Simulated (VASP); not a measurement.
# Ba8Hf8O23 (a cell with a defect) in VASP: further runs

Ba8Hf8O23 (a cell with a defect) is run at these levels: PBEsol, HSE06; tasks: single point, relaxation of the atoms.

Everything below comes from runs of VASP 6.6.1. Logs are shortened: lines on timing, memory, paths and dates and some standing lists are left out, and cuts for length are marked.

**1. The cell of the first run**

The cell holds a defect, 39 atoms: a = 8.315 Å, b = 8.315 Å, c = 8.315 Å, α = 90.00°, β = 90.00°, γ = 90.00°.

**2. Single point, PBEsol**

The input, INCAR:

```
ALGO = Normal
EDIFF = 1E-6
ENCUT = 520
GGA = PS
GGA_COMPAT = False
ISIF = 2
ISMEAR = -1
ISYM = -1
LASPH = True
LCHARG = False
LREAL = Auto
LWAVE = False
NBANDS = 174
NELECT = 296.0
NELM = 120
PREC = Accurate
SIGMA = 0.05
```

The input, KPOINTS:

```
explicit points
1
Reciprocal
  0.25000000   0.25000000   0.25000000 1
```

The input, POSCAR:

```
Ba8Hf8O23
1.0
    8.3151870000      0.0000000000      0.0000000000
    0.0000000000      8.3151870000      0.0000000000
    0.0000000000      0.0000000000      8.3151870000
Ba Hf O
8 8 23
Direct
    0.9907300000      0.9901260000      0.9998290000
    0.9930540000      0.9923340000      0.4991030000
    0.9912690000      0.5092340000      0.0000120000
    0.9929200000      0.5074960000      0.5000460000
    0.5098230000      0.9906100000      0.0000530000
    0.5082300000      0.9922600000      0.5000120000
    0.5103800000      0.5097120000      0.0002060000
    0.5080790000      0.5074280000      0.5009220000
    0.2507340000      0.2501000000      0.2332590000
    0.2503350000      0.2497200000      0.7667550000
    0.2506960000      0.7497000000      0.2531120000
    0.2504450000      0.7500740000      0.7469190000
    0.7504200000      0.2500140000      0.2531280000
    0.7506920000      0.2497560000      0.7469340000
    0.7505400000      0.7498360000      0.2500090000
    0.7505990000      0.7499160000      0.7500400000
    0.2504020000      0.2500790000      0.0000070000
    0.2506780000      0.7497260000      0.0000170000
    0.2504620000      0.7500260000      0.5000160000
    0.7507120000      0.2497930000      0.0000230000
    0.7504080000      0.2499800000      0.5000260000
    0.7504820000      0.7499330000      0.0000250000
    0.7506740000      0.7498410000      0.5000280000
    0.0066440000      0.2504430000      0.2695540000
    0.0059730000      0.2493530000      0.7314910000
    0.0006480000      0.7499090000      0.2466000000
    0.0005960000      0.7498960000      0.7536500000
    0.4951240000      0.2503860000      0.2683090000
    0.4944740000      0.2492700000      0.7307750000
    0.5005450000      0.7498230000      0.2466350000
    0.5004810000      0.7498290000      0.7532410000
    0.2511620000      0.0059690000      0.2692080000
    0.2500730000      0.0053050000      0.7317150000
    0.2510590000      0.4944650000      0.2685610000
    0.2499790000      0.4937930000      0.7304760000
    0.7506170000      0.9999530000      0.2467770000
    0.7505660000      0.9999080000      0.7534430000
    0.7505650000      0.4998400000      0.2464380000
    0.7504650000      0.4998060000      0.7534400000
```

Potentials or basis: VASP PAW PBE potentials, release 64 (Ba_sv, Hf_pv, O).

Command:

```bash
$ cat potpaw_PBE.64/Ba_sv/POTCAR potpaw_PBE.64/Hf_pv/POTCAR potpaw_PBE.64/O/POTCAR > POTCAR
$ mpirun -np 1 vasp_std > vasp.out
```

OUTCAR:

```text
EDIFF = 1E-6
   ENCUT = 520
   GGA = PS
   ISIF = 2
   ISMEAR = -1
   ISYM = -1
   LASPH = True
   LREAL = Auto
   NELECT = 296.0
   NELM = 120
   PREC = Accurate

 ion  position               nearest neighbor table
   1  0.991  0.990  1.000-  22 2.82  27 2.86  37 2.86  26 2.86  36 2.87  20 2.94  18 2.94  17 3.06
                            33 3.10  25 3.10  32 3.12  24 3.12  16 3.51  15 3.51  14 3.61  12 3.62
   2  0.993  0.992  0.499-  23 2.85  24 2.87  32 2.88  25 2.88  33 2.88  36 2.91  26 2.91  37 2.92
                            27 2.92  19 2.94  21 2.94  15 3.52  16 3.53  11 3.58  13 3.58  12 3.59
   3  0.991  0.509  0.000-  22 2.83  27 2.86  38 2.87  26 2.87  39 2.87  18 2.94  20 2.94  17 3.05
                            35 3.11  34 3.11  25 3.11  24 3.11  16 3.51  15 3.51  10 3.61   9 3.61
   4  0.993  0.507  0.500-  23 2.85  35 2.87  24 2.87  25 2.88  34 2.89  39 2.92  26 2.92  38 2.92
                            27 2.92  21 2.94  19 2.94  16 3.53  15 3.53  14 3.59  13 3.59  11 3.59
   5  0.510  0.991  0.000-  22 2.83  37 2.87  30 2.87  36 2.87  31 2.87  18 2.94  20 2.94  17 3.05
                            32 3.11  29 3.11  28 3.11  33 3.11  15 3.51  16 3.51   9 3.61  10 3.61
   6  0.508  0.992  0.500-  23 2.85  29 2.87  32 2.87  28 2.89  33 2.89  36 2.92  31 2.92  37 2.92
                            30 2.92  21 2.94  19 2.94  15 3.53  16 3.53  13 3.59  14 3.59  12 3.59
   7  0.510  0.510  0.000-  22 2.82  38 2.86  30 2.86  39 2.86  31 2.87  18 2.94  20 2.94  17 3.06
                            28 3.10  34 3.11  29 3.12  35 3.12  15 3.51  16 3.51  11 3.61  13 3.62
   8  0.508  0.507  0.501-  23 2.85  35 2.87  29 2.88  34 2.88  28 2.88  31 2.91  39 2.91  30 2.92
                            38 2.92  21 2.94  19 2.94  16 3.52  15 3.53  12 3.58  14 3.58  11 3.59
   9  0.251  0.250  0.233-  17 1.94  32 2.05  24 2.05  28 2.05  34 2.05   5 3.61   3 3.61   7 3.62
                             1 3.62   2 3.75   4 3.75   6 3.76   8 3.76
  10  0.250  0.250  0.767-  17 1.94  35 2.05  29 2.05  25 2.05  33 2.05   3 3.61   5 3.61   1 3.62
                             7 3.62   8 3.75   4 3.75   6 3.76   2 3.76
  11  0.251  0.750  0.253-  19 2.05  30 2.08  26 2.08  18 2.10  34 2.13  32 2.14   2 3.58   4 3.59
                             6 3.59   8 3.59   7 3.61   3 3.62   5 3.62   1 3.62
  12  0.250  0.750  0.747-  19 2.05  27 2.08  31 2.08  18 2.10  33 2.13  35 2.14   8 3.58   6 3.59
                             4 3.59   2 3.59   1 3.62   5 3.62   3 3.62   7 3.62
  13  0.750  0.250  0.253-  21 2.05  38 2.08  36 2.08  20 2.10  28 2.13  24 2.13   2 3.58   6 3.59
                             4 3.59   8 3.59   7 3.62   5 3.62   3 3.62   1 3.62
  14  0.751  0.250  0.747-  21 2.05  37 2.08  39 2.08  20 2.10  25 2.13  29 2.13   8 3.58   4 3.59
                             6 3.59   2 3.59   1 3.61   5 3.62   3 3.62   7 3.62
  15  0.751  0.750  0.250-  22 2.08  30 2.08  23 2.08  38 2.08  26 2.08  36 2.08   7 3.51   1 3.51
                             3 3.51   5 3.51   2 3.52   6 3.53   4 3.53   8 3.53
  16  0.751  0.750  0.750-  22 2.08  23 2.08  37 2.08  27 2.08  39 2.08  31 2.08   1 3.51   7 3.51
                             3 3.51   5 3.51   8 3.52   4 3.53   6 3.53   2 3.53
  17  0.250  0.250  0.000-   9 1.94  10 1.94   3 3.05   5 3.05   7 3.06   1 3.06
  18  0.251  0.750  0.000-  11 2.10  12 2.10   7 2.94   3 2.94   5 2.94   1 2.94
  19  0.250  0.750  0.500-  12 2.05  11 2.05   2 2.94   6 2.94   4 2.94   8 2.94
  20  0.751  0.250  0.000-  14 2.10  13 2.10   1 2.94   3 2.94   5 2.94   7 2.94
  21  0.750  0.250  0.500-  13 2.05  14 2.05   8 2.94   6 2.94   4 2.94   2 2.94
  22  0.750  0.750  0.000-  15 2.08  16 2.08   7 2.82   1 2.82   5 2.83   3 2.83
[... 15 lines left out ...]
  38  0.751  0.500  0.246-  13 2.08  15 2.08   7 2.86   3 2.87   4 2.92   8 2.92
  39  0.750  0.500  0.753-  16 2.08  14 2.08   7 2.86   3 2.87   8 2.91   4 2.92

IMPORTANT INFORMATION: All symmetrisations will be switched off!
NOSYMM: (Re-)initialisation of all symmetry stuff for point group C_1.

----------------------------------------------------------------------------------------

                                     Primitive cell

  volume of cell :     574.9314

  direct lattice vectors                    reciprocal lattice vectors
     8.315187000  0.000000000  0.000000000     0.120261877  0.000000000  0.000000000
     0.000000000  8.315187000  0.000000000     0.000000000  0.120261877  0.000000000
     0.000000000  0.000000000  8.315187000     0.000000000  0.000000000  0.120261877

  length of vectors
     8.315187000  8.315187000  8.315187000     0.120261877  0.120261877  0.120261877

  position of ions in fractional coordinates (direct lattice)
     0.990730000  0.990126000  0.999829000
     0.993054000  0.992334000  0.499103000
     0.991269000  0.509234000  0.000012000
     0.992920000  0.507496000  0.500046000
     0.509823000  0.990610000  0.000053000
     0.508230000  0.992260000  0.500012000
[... 31 lines left out ...]
     0.750565000  0.499840000  0.246438000
     0.750465000  0.499806000  0.753440000

  ion indices of the primitive-cell ions
   primitive index   ion index
                 1           1
                 2           2
                 3           3
                 4           4
                 5           5
                 6           6
[... 31 lines left out ...]
                38          38
                39          39

----------------------------------------------------------------------------------------

 KPOINTS: explicit points

Read explicit list of k-points.

 Found      1 k-points:

 Following reciprocal coordinates:
            Coordinates               Weight
  0.250000  0.250000  0.250000      1.000000
   k-points           NKPTS =      1   k-points in BZ     NKDIM =      1   number of bands    NBANDS=    174
   number of dos      NEDOS =    301   number of ions     NIONS =     39
   total plane-waves  NPLWV = 262144
   dimension x,y,z NGX =    64 NGY =   64 NGZ =   64
   dimension x,y,z NGXF=   128 NGYF=  128 NGZF=  128
   ions per type =               8   8  23
   NGX,Y,Z   is equivalent  to a cutoff of  12.80, 12.80, 12.80 a.u.
   NGXF,Y,Z  is equivalent  to a cutoff of  25.59, 25.59, 25.59 a.u.
 SYSTEM =  unknown system
   PREC   = accura    normal or accurate (medium, high low for compatibility)
   ISTART =      0    job   : 0-new  1-cont  2-samecut
   ICHARG =      2    charge: 1-file 2-atom 10-const
   ISPIN  =      1    spin polarized calculation?
   LNONCOLLINEAR =      F non collinear calculations
   LSORBIT =      F    spin-orbit coupling
   LASPH  =      T    aspherical Exc in radial PAW
   ENCUT  =  520.0 eV  38.22 Ry    6.18 a.u.  15.46 15.46 15.46*2*pi/ulx,y,z
   NELM   =    120;   NELMIN=  2; NELMDL= -5     # of ELM steps
   EDIFF  = 0.1E-05   stopping-criterion for ELM
   LREAL  =      T    real-space projection
   EDIFFG = 0.1E-04   stopping-criterion for IOM
   NSW    =      0    number of steps for IOM
   IBRION =     -1    ionic relax: 0-MD 1-quasi-New 2-CG
   NFREE  =      0    steps in history (QN), initial steepest desc. (CG)
   ISIF   =      2    stress and relaxation
   ISYM   =     -1    0-nonsym 1-usesym 2-fastsym
   POTIM  = 0.5000    time-step for ionic-motion
   TEBEG  =    0.0;   TEEND  =   0.0 temperature during run
   PSTRESS=    0.0 pullay stress
   NELECT =     296.0000    total number of electrons
   NUPDOWN=      -1.0000    fix difference up-down
   EMIN   =  10.00;   EMAX   =-10.00  energy-range for DOS
   EFERMI =   0.00;   METHOD = LEGACY
   ISMEAR =    -1;   SIGMA  =   0.05  broadening in eV -4-tet -1-fermi 0-gaus
   EFERMI_NEDOS =   21; number of points for ismear=-14 and -15
   IALGO  =     38    algorithm
   IMIX   =      4    mixing-type and parameters
     AMIX     =   0.40;   BMIX     =  1.00
     AMIX_MAG =   1.60;   BMIX_MAG =  1.00
  volume/ion in A,a.u.               =      14.74        99.48
  Fermi-wavevector in a.u.,A,eV,Ry     =   1.312099  2.479508 23.423853  1.721605
  Thomas-Fermi vector in A             =   2.442515
   LORBIT       =      0    0 simple, 1 ext, 2 COOP (PROOUT), +10 PAW based schemes
   GGA     = PS    functional components
   LHFCALC =     F    Hartree Fock is set to
   AEXX    =    0.0000 exact exchange contribution
   IVDW    =     0    specifies the selected vdW correction
   LEPSILON=     F    determine dielectric tensor
   LRPA    =     F    only Hartree local field effects (RPA)
 non-spin polarized calculation
  energy-cutoff  :      520.00
  volume of cell :      574.93
 maximum number of plane-waves:     15468
 NGX is ok and might be reduce to    64
   NGX = 31   NGY = 31   NGZ = 31

 number of electron     296.0000063 magnetization

 Free energy of the ion-electron system (eV)
  ---------------------------------------------------
  ext. energy  EPLUGINS =         0.00000000
  ---------------------------------------------------
  free energy    TOTEN  =      -362.08340865 eV

  energy without entropy =     -362.08340865  energy(sigma->0) =     -362.08340865

 E-fermi :   3.4595     XC(G=0): -10.9854

 val. band max:        2.1289025636   @ k =   0.2500   0.2500   0.2500
 cond. band min:       5.0609069636   @ k =   0.2500   0.2500   0.2500
 fundamental gap:      2.9320044000
 Fermi energy:         3.4594815955

 k-point     1 :       0.2500    0.2500    0.2500
  band No.  band energies     occupation
      1     -27.2377      2.00000
      2     -27.0666      2.00000
      3     -26.7592      2.00000
      4     -26.7574      2.00000
      5     -26.7525      2.00000
      6     -26.7506      2.00000
[... 152 lines left out ...]
    159       7.7116      0.00000
    160       7.9790      0.00000
 [bands above 160 left out]

------------------------ aborting loop because EDIFF is reached ----------------------------------------

  FORCE on cell =-STRESS in cart. coord.  units (eV):
  Direction    XX          YY          ZZ          XY          YZ          ZX
  --------------------------------------------------------------------------------------
  -------------------------------------------------------------------------------------
  Total      -16.9193561    -16.9071544    -11.5130283     -1.6684412     -1.8931693     -1.8956912
  in kB      -47.1496368    -47.1156339    -32.0836740     -4.6494911     -5.2757471     -5.2827749
  external PRESSURE =     -42.1163149 kB  Pullay stress =       0.0000000 kB

 VOLUME and BASIS-vectors are now :
 -----------------------------------------------------------------------------
  energy-cutoff  :      520.00
  volume of cell :      574.93
      direct lattice vectors                 reciprocal lattice vectors
     8.315187000  0.000000000  0.000000000     0.120261877  0.000000000  0.000000000
     0.000000000  8.315187000  0.000000000     0.000000000  0.120261877  0.000000000
     0.000000000  0.000000000  8.315187000     0.000000000  0.000000000  0.120261877

 POSITION                                       TOTAL-FORCE (eV/Angst)
 -----------------------------------------------------------------------------------
      8.23811      8.23308      8.31377         0.062182      0.059846      0.003147
      8.25743      8.25144      4.15013         0.010563      0.011853      0.001114
      8.24259      4.23438      0.00010         0.060675     -0.061590      0.000137
      8.25632      4.21992      4.15798         0.011048     -0.010280     -0.000715
      4.23927      8.23711      0.00044        -0.060222      0.061276     -0.000834
      4.22603      8.25083      4.15769        -0.013756      0.011413      0.000198
[... 31 lines left out ...]
      6.24109      4.15626      2.04918         0.001063     -0.004896      0.014918
      6.24026      4.15598      6.26499         0.005570     -0.005420     -0.013642
 -----------------------------------------------------------------------------------
    total drift:                                0.012556     -0.010815     -0.000682

  FREE ENERGIE OF THE ION-ELECTRON SYSTEM (eV)
  ---------------------------------------------------
  free  energy   TOTEN  =      -362.0834086537 eV

  energy  without entropy=     -362.0834086537  energy(sigma->0) =     -362.08340865
```

Wall time 2.7 min (1 thread of Intel Xeon 6975P-C (Granite Rapids), shared host); peak memory 0.58 GiB.

What came out:

```yaml
Free_energy: -362.0834 eV
Largest_force: 0.088 eV/Å
```

Forces on the atoms (eV/Å):
```
Ba   0.062  0.060  0.003
Ba   0.011  0.012  0.001
Ba   0.061 -0.062  0.000
Ba   0.011 -0.010 -0.001
Ba  -0.060  0.061 -0.001
Ba  -0.014  0.011  0.000
Ba  -0.062 -0.063 -0.003
Ba  -0.011 -0.011 -0.001
Hf   0.001  0.002 -0.029
Hf   0.001  0.000  0.030
Hf  -0.001 -0.002  0.023
Hf   0.000  0.001 -0.023
Hf  -0.004  0.000  0.022
Hf   0.006 -0.001 -0.023
Hf   0.001  0.001 -0.024
Hf  -0.002  0.000  0.024
O   -0.004 -0.001  0.000
O   -0.003  0.002  0.000
O   -0.003  0.000  0.000
O   -0.003  0.001  0.001
O   -0.002  0.000  0.000
O   -0.003  0.001  0.001
O   -0.004  0.001  0.000
O    0.010 -0.001 -0.067
O    0.006  0.001  0.061
O    0.006 -0.001  0.012
O    0.007  0.001 -0.015
O   -0.005  0.001 -0.061
O   -0.009  0.003  0.065
O   -0.001 -0.002  0.012
O    0.000  0.001 -0.011
O   -0.002  0.008 -0.064
O   -0.003  0.006  0.061
O    0.000 -0.006 -0.063
O    0.000 -0.009  0.069
O    0.002  0.003  0.012
O    0.005  0.003 -0.013
O    0.001 -0.005  0.015
O    0.006 -0.005 -0.014
```

Caveat: the cell carries a net charge on a neutralising background, which shifts energy and pressure; the cell is charged against a uniform background, so pressure and absolute levels hang on convention; the PAW data sets were made with another functional, which shifts forces and pressure a little; spin-orbit coupling is left out, which moves the levels of the heavy elements.

(Continued in part 2 of 3.)
